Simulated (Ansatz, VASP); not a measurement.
# Two plane-wave programs on ZrSc2As3

```
Zr Sc As
1.0
     6.04854    0.00000    0.00000
    -3.02427    5.23819    0.00000
     0.00000    0.00000    3.86864
Zr Sc As
1 2 3
Direct
  0.00000 0.00000 0.00000
  0.33333 0.66667 0.00000
  0.66667 0.33333 0.00000
  0.00000 0.50000 0.50000
  0.50000 0.50000 0.50000
  0.50000 0.00000 0.50000
```

Change from the starting cell: species swapped into the CeSi2Ru3 type (P6/mmm, No. 191).

Alike in both runs: task relaxation of cell and atoms; functional PBE; k mesh 3 × 3 × 4; occupations gaussian, width 0.1 eV; no spin polarisation.

```csv
,VASP,Ansatz
version,VASP 6.6.1,Ansatz 0.2.0
potentials or method,"VASP PAW PBE potentials, release 64 (Zr_sv, Sc_sv, As), cutoff 600 eV","scalar-relativistic, plane waves, PAW"
valence electrons in the cell,49,79
```

VASP gave:

```
gap on the k mesh at the Fermi level, each at its own relaxed structure (eV) : none
relaxed volume (Å³/atom)                                                     : 21.49
relaxed cell length with the largest relative difference (Å)                 : 6.128
```

**Question.** Estimate Ansatz's values.

**Answer.** gap on the k mesh at the Fermi level, each at its own relaxed structure (eV): none; relaxed volume (Å³/atom): 21.42; relaxed cell length with the largest relative difference (Å): 6.116.

A gap of «none» marks a metal or a gap that the smearing closes. VASP's potentials hold 49 valence electrons a cell and Ansatz's 79, so a difference there can come from the potentials and not from the codes.

The k mesh is coarse, so the values compare programs but aren't converged.
